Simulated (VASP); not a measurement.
Crystal: SrO.

```
CELL_PARAMETERS angstrom
0.00000 2.71766 2.57989
2.71766 0.00000 2.57989
2.71766 2.71766 0.00000
ATOMIC_POSITIONS crystal
Sr 0.00000 0.00000 0.00000
O 0.50000 0.50000 0.50000
```

This cell differs from its parent crystal: biaxial xy strain +5.3%.

Base run:

| Item | Value |
| --- | --- |
| Program | VASP 6.6.1 |
| Functional | r2SCAN |
| Potentials or basis | VASP PAW PBE potentials, release 64 (Sr_sv, O) |
| Cutoff | 520 eV |
| k mesh | 8 × 8 × 8 |
| Occupations | gaussian, width 0.01 eV |
| Spin | no spin polarisation |

Its results: band gap on the k mesh 3.56 eV, indirect (least direct gap 3.72 eV); pressure -7.0 GPa.

Task: The run is repeated on the same cell with these changes: functional from r2SCAN to PBE; occupations from gaussian, width 0.01 eV to fermi-dirac, width 0.02 eV. What comes out?

Result: Band gap on the k mesh 3.08 eV, direct; pressure -5.1 GPa.

Caveats: the PAW data sets were made with another functional, which shifts forces and pressure a little (some runs).

A k mesh can miss the band edges.
